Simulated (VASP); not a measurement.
# Au (P6_3/mmc) in VASP: further runs, part 2 of 2

VASP 6.6.1.

### Step 3. Single point, r2SCAN (strain +0.025 along x and y, +0.050 along z)

File POSCAR:

```
Au
1.0
    2.9625498877      0.0000000000      0.0000000000
   -1.4812749439      2.5656434627      0.0000000000
    0.0000000000      0.0000000000      5.1079514800
Au
2
Direct
    0.3333333333      0.6666666667      0.7500000000
    0.6666666667      0.3333333333      0.2500000000
```

File INCAR.step1:

```
SYSTEM = Au
ALGO     = Normal         ! electronic algorithm
EDIFF    = 1E-4           ! SCF threshold, eV
ENCUT    = 520            ! plane-wave cutoff, eV
GGA      = PE             ! functional
ISMEAR   = 0              ! smearing method
LASPH    = .True.         ! aspherical terms in the spheres
LCHARG   = .False.        ! write CHGCAR
LREAL    = .False.        ! projectors in reciprocal space
LWAVE    = .True.         ! write WAVECAR
NBANDS   = 18             ! bands
NELM     = 100            ! most SCF steps
PREC     = Accurate       ! precision mode
SIGMA    = 0.15           ! smearing width, eV
```

File INCAR.step2:

```
SYSTEM = Au
ALGO     = Normal         ! electronic algorithm
EDIFF    = 1E-6           ! SCF threshold, eV
ENCUT    = 520            ! plane-wave cutoff, eV
ISIF     = 2              ! what is computed and relaxed
ISMEAR   = 0              ! smearing method
ISTART   = 1            
LASPH    = .True.         ! aspherical terms in the spheres
LCHARG   = .False.        ! write CHGCAR
LMIXTAU  = .True.       
LREAL    = .False.        ! projectors in reciprocal space
LWAVE    = .False.        ! write WAVECAR
METAGGA  = R2SCAN         ! meta-GGA
NBANDS   = 18             ! bands
NELM     = 100            ! most SCF steps
PREC     = Accurate       ! precision mode
SIGMA    = 0.15           ! smearing width, eV
```

File KPOINTS:

```
k-points
0
Gamma
  24 24 12
  0 0 0
```

Potentials or basis: VASP PAW PBE potentials, release 64 (Au).

Started as:

```bash
$ cat potpaw_PBE.64/Au/POTCAR > POTCAR
$ cp INCAR.step1 INCAR
$ mpirun -np 1 vasp_std > vasp.out
$ cp INCAR.step2 INCAR
$ mpirun -np 1 vasp_std > vasp.out
```

OUTCAR:

```text
SYSTEM = Au
   EDIFF = 1E-6
   ENCUT = 520
   ISIF = 2
   ISMEAR = 0
   ISTART = 1
   LASPH = .True.
   LREAL = .False.
   METAGGA = R2SCAN
   NELM = 100
   PREC = Accurate

 ion  position               nearest neighbor table
   1  0.333  0.667  0.750-   2 3.07   2 3.07   2 3.07   2 3.07   2 3.07   2 3.07
   2  0.667  0.333  0.250-   1 3.07   1 3.07   1 3.07   1 3.07   1 3.07   1 3.07

  LATTYP: Found a hexagonal cell.
 ALAT       =     2.9625498877
 C/A-ratio  =     1.7241739966

  Lattice vectors:

 A1 = (   2.9625498877,   0.0000000000,   0.0000000000)
[... 676 lines left out ...]
      5       3.2435      2.00000
      6       3.4763      2.00000
[... 10 lines left out ...]
     17      18.6456      0.00000
     18      22.7345      0.00000

 [... further k-points ...]
[... 5 lines left out ...]
  --------------------------------------------------------------------------------------
  -------------------------------------------------------------------------------------
  Total       -2.6481374     -2.6481374     -2.6376901      0.0000000      0.0000000     -0.0000000
  in kB     -109.2804189   -109.2804189   -108.8492931      0.0000000      0.0000000     -0.0000000
  external PRESSURE =    -109.1367103 kB  Pullay stress =       0.0000000 kB

 VOLUME and BASIS-vectors are now :
 -----------------------------------------------------------------------------
  energy-cutoff  :      520.00
  volume of cell :       38.82
      direct lattice vectors                 reciprocal lattice vectors
     2.962549888  0.000000000  0.000000000     0.337547058  0.194882885  0.000000000
    -1.481274944  2.565643463  0.000000000     0.000000000  0.389765770  0.000000000
     0.000000000  0.000000000  5.107951480     0.000000000  0.000000000  0.195773199

 POSITION                                       TOTAL-FORCE (eV/Angst)
 -----------------------------------------------------------------------------------
     -0.00000      1.71043      3.83096         0.000000      0.000000      0.000000
      1.48127      0.85521      1.27699        -0.000000     -0.000000      0.000000
 -----------------------------------------------------------------------------------
    total drift:                               -0.000000      0.000000     -0.000000

  FREE ENERGIE OF THE ION-ELECTRON SYSTEM (eV)
  ---------------------------------------------------
  free  energy   TOTEN  =      -101.0424964775 eV

  energy  without entropy=     -101.0345668926  energy(sigma->0) =     -101.03853169
```

OSZICAR.step1:

```text
N       E                     dE             d eps       ncg     rms          rms(c)
DAV:   1     0.120479033127E+03    0.12048E+03   -0.11544E+04 15412   0.117E+03
DAV:   2    -0.474442578674E+01   -0.12522E+03   -0.11892E+03 16286   0.252E+02
DAV:   3    -0.684608177119E+01   -0.21017E+01   -0.20880E+01 18146   0.325E+01
DAV:   4    -0.685555681984E+01   -0.94750E-02   -0.94738E-02 17044   0.232E+00
DAV:   5    -0.685564879217E+01   -0.91972E-04   -0.91973E-04 17136   0.246E-01    0.891E+00
DAV:   6    -0.637338364702E+01    0.48227E+00   -0.10304E+00 15988   0.905E+00    0.615E+00
DAV:   7    -0.635258527259E+01    0.20798E-01   -0.56421E-02 16696   0.207E+00    0.324E+00
DAV:   8    -0.635009015858E+01    0.24951E-02   -0.28279E-03 16268   0.390E-01    0.260E-01
DAV:   9    -0.635007509118E+01    0.15067E-04   -0.16079E-05  9646   0.333E-02
   1 F= -.63500751E+01 E0= -.63456214E+01  d E =-.890742E-02
```

Run time: 16 min. Hardware: 1 thread of Oxide Virtual Turin-like, shared host; peak memory 0.33 GiB.

Results:

```
Free energy            : -101.0425 eV
Pressure               : -10.9 GPa
Band gap on the k mesh : zero (band 11 reaches 11.18 eV, above the bottom of band 12 at 4.67 eV)
```

Levels at points of the mesh, in eV from the Fermi level:
```tsv
k point	band 8	band 9	band 10	band 11	band 12	band 13	band 14	band 15
(0.00, 0.00, 0.00)	-3.30	-3.30	-2.29	-2.29	-0.52	1.81	15.56	15.78
(0.50, 0.00, 0.00)	-2.16	-1.93	-1.81	0.52	1.46	5.51	6.58	7.09
(0.00, 0.00, 0.50)	-4.24	-2.65	-2.65	-2.65	-2.65	9.67	9.67	15.80
(0.50, 0.00, 0.50)	-2.40	-1.86	-1.86	0.92	0.92	3.50	3.50	12.83
```

Caveat: the cell differs from its parent crystal (strain +0.025 along x and y, +0.050 along z); the PAW data sets were made with another functional, which shifts forces and pressure a little; spin-orbit coupling is left out, which moves the levels of the heavy elements.

### Step 4. Single point, r2SCAN (strain +0.050 along x and y, +0.025 along z)

File POSCAR:

```
Au
1.0
    3.0348072020      0.0000000000      0.0000000000
   -1.5174036010      2.6282201326      0.0000000000
    0.0000000000      0.0000000000      4.9863335876
Au
2
Direct
    0.3333333333      0.6666666667      0.7500000000
    0.6666666667      0.3333333333      0.2500000000
```

File INCAR.step1:

```
PREC = Accurate ; ENCUT = 520
ISMEAR = 0 ; SIGMA = 0.15
LREAL = F ; LASPH = T
NELM = 100 ; NBANDS = 18
GGA = PE ; ALGO = Normal
EDIFF = 1E-4 ; LWAVE = T
LCHARG = F
```

File INCAR.step2:

```
PREC = Accurate ; ENCUT = 520
EDIFF = 1E-7 ; ISMEAR = 0
SIGMA = 0.15 ; LREAL = F
LASPH = T ; NELM = 100
ALGO = Normal ; ISIF = 2
LWAVE = F ; LCHARG = F
METAGGA = R2SCAN ; LMIXTAU = T
NBANDS = 18 ; ISTART = 1
```

File KPOINTS:

```
regular mesh
0
Gamma
  24 24 12
```

Started as:

```bash
$ cat potpaw_PBE.64/Au/POTCAR > POTCAR
$ cp INCAR.step1 INCAR
$ mpirun -np 1 vasp_std > vasp.out
$ cp INCAR.step2 INCAR
$ mpirun -np 1 vasp_std > vasp.out
```

Run time: 24 min. Hardware: 1 thread of Oxide Virtual Turin-like, shared host; peak memory 0.34 GiB.

It converged, with:

| Property | Result |
| --- | --- |
| Free energy | -100.9673 eV |
| Pressure | -12.9 GPa |
| Band gap on the k mesh | zero (band 11 reaches 10.59 eV, above the bottom of band 12 at 4.36 eV) |

Stress tensor (GPa, compression positive):
```
-13.32   0.00   0.00
  0.00 -13.32   0.00
  0.00   0.00 -12.19
```

Levels at points of the mesh, in eV from the Fermi level:
```csv
k point,band 8,band 9,band 10,band 11,band 12,band 13,band 14,band 15
"(0.00, 0.00, 0.00)",-3.42,-3.42,-2.26,-2.26,-0.14,2.28,15.24,16.69
"(0.50, 0.00, 0.00)",-2.08,-2.05,-1.92,0.35,1.13,5.80,6.66,7.20
"(0.00, 0.00, 0.50)",-4.16,-2.63,-2.63,-2.63,-2.63,10.53,10.53,15.45
"(0.50, 0.00, 0.50)",-2.34,-1.98,-1.98,0.90,0.90,3.26,3.26,13.05
```

Caveat: the cell differs from its parent crystal (strain +0.050 along x and y, +0.025 along z); the PAW data sets were made with another functional, which shifts forces and pressure a little; spin-orbit coupling is left out, which moves the levels of the heavy elements.

### Step 5. Single point, r2SCAN (strain +0.050 along x and y, +0.050 along z)

Changes to POSCAR since step 4:

```diff
@@ -4,3 +4,3 @@
    -1.5174036010      2.6282201326      0.0000000000
-    0.0000000000      0.0000000000      4.9863335876
+    0.0000000000      0.0000000000      5.1079514800
 Au
```

File INCAR.step1:

```
PREC = Accurate
ENCUT = 520
ISMEAR = 0
SIGMA = 0.15
LREAL = False
LASPH = True
NELM = 80
NBANDS = 18
GGA = PE
ALGO = Normal
EDIFF = 1E-4
LWAVE = True
LCHARG = False
```

File INCAR.step2:

```
PREC = Accurate
ENCUT = 520
EDIFF = 1E-6
ISMEAR = 0
SIGMA = 0.15
LREAL = False
LASPH = True
NELM = 80
ALGO = Normal
ISIF = 2
LWAVE = False
LCHARG = True
METAGGA = R2SCAN
LMIXTAU = True
LELF = True
LVHAR = True
NBANDS = 18
ISTART = 1
```

KPOINTS is that of step 4.

Started as:

```bash
$ cat potpaw_PBE.64/Au/POTCAR > POTCAR
$ cp INCAR.step1 INCAR
$ mpirun -np 1 vasp_std > vasp.out
$ cp INCAR.step2 INCAR
$ mpirun -np 1 vasp_std > vasp.out
```

Wall time 23 min (1 thread of Oxide Virtual Turin-like, shared host); peak memory 0.34 GiB.

Results (log left out):

- Free energy: -100.8885 eV
- Pressure: -14.4 GPa
- Band gap on the k mesh: zero (band 11 reaches 10.20 eV, above the bottom of band 12 at 4.07 eV)

Stress tensor (GPa, compression positive):
```
-14.66   0.00   0.00
  0.00 -14.66   0.00
  0.00   0.00 -13.87
```

Levels at points of the mesh, in eV from the Fermi level:
```tsv
k point	band 7	band 8	band 9	band 10	band 11	band 12	band 13	band 14	band 15	band 16
(0.00, 0.00, 0.00)	-3.78	-3.25	-3.25	-2.24	-2.24	-0.16	1.90	15.37	16.16	17.25
(0.50, 0.00, 0.00)	-3.09	-2.08	-1.99	-1.85	0.46	1.22	5.56	6.37	7.04	10.28
(0.00, 0.00, 0.50)	-4.03	-4.03	-2.59	-2.59	-2.59	-2.59	9.86	9.86	15.58	15.58
(0.50, 0.00, 0.50)	-2.31	-2.31	-1.91	-1.91	1.00	1.00	3.21	3.21	12.90	12.90
```

Caveat: the cell differs from its parent crystal (strain +0.050 along x and y, +0.050 along z); the PAW data sets were made with another functional, which shifts forces and pressure a little; spin-orbit coupling is left out, which moves the levels of the heavy elements.

### Step 6. Overview

```csv
cell,gap on the mesh (eV),pressure (GPa)
"a = 3.035, b = 3.035, c = 4.865 Å, angles 90.0, 90.0, 120.0°, 2 atoms",none,-11.0
"a = 2.963, b = 2.963, c = 5.108 Å, angles 90.0, 90.0, 120.0°, 2 atoms",none,-10.9
"a = 3.035, b = 3.035, c = 4.986 Å, angles 90.0, 90.0, 120.0°, 2 atoms",none,-12.9
"a = 3.035, b = 3.035, c = 5.108 Å, angles 90.0, 90.0, 120.0°, 2 atoms",none,-14.4
```

Alike in all rows: task single point; level r2SCAN; potentials or basis VASP PAW PBE potentials, release 64 (Au); no spin polarisation; k mesh 24 × 24 × 12; cutoff (eV) 520; smearing gaussian 0.15 eV.

Caveats: the PAW data sets were made with another functional, which shifts forces and pressure a little; spin-orbit coupling is left out, which moves the levels of the heavy elements.

Absolute energies hang on the potentials; compare differences alone.
